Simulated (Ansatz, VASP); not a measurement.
## MgS in VASP and in Ansatz

```
CELL_PARAMETERS angstrom
0.00000 2.62728 2.62728
2.62728 0.00000 2.62728
2.62728 2.62728 0.00000
ATOMIC_POSITIONS crystal
Mg 0.00000 0.00000 0.00000
S 0.50000 0.50000 0.50000
```

Alike in both runs: task single point; functional r2SCAN; k mesh 8 × 8 × 8; no spin polarisation.

```csv
,VASP,Ansatz
version,VASP 6.6.1,Ansatz 0.2.0
potentials or method,"VASP PAW PBE potentials, release 64 (Mg, S)","plane waves, PAW"
plane-wave cutoff (eV),520,500
occupations,"gaussian, width 0.01 eV",fixed
valence electrons in the cell,8,16
```

Ansatz gave:

| Quantity | Value |
| --- | --- |
| gap on the k mesh at the Fermi level (eV) | 3.40 |
| pressure (GPa) | -2.2 |

Question: What did VASP give for the same quantities?

Answer: gap on the k mesh at the Fermi level (eV): 3.37; pressure (GPa): -2.7.

VASP's potentials were made for PBE, not for r2SCAN. VASP's potentials hold 8 valence electrons a cell and Ansatz's 16, so a difference there can come from the potentials and not from the codes.
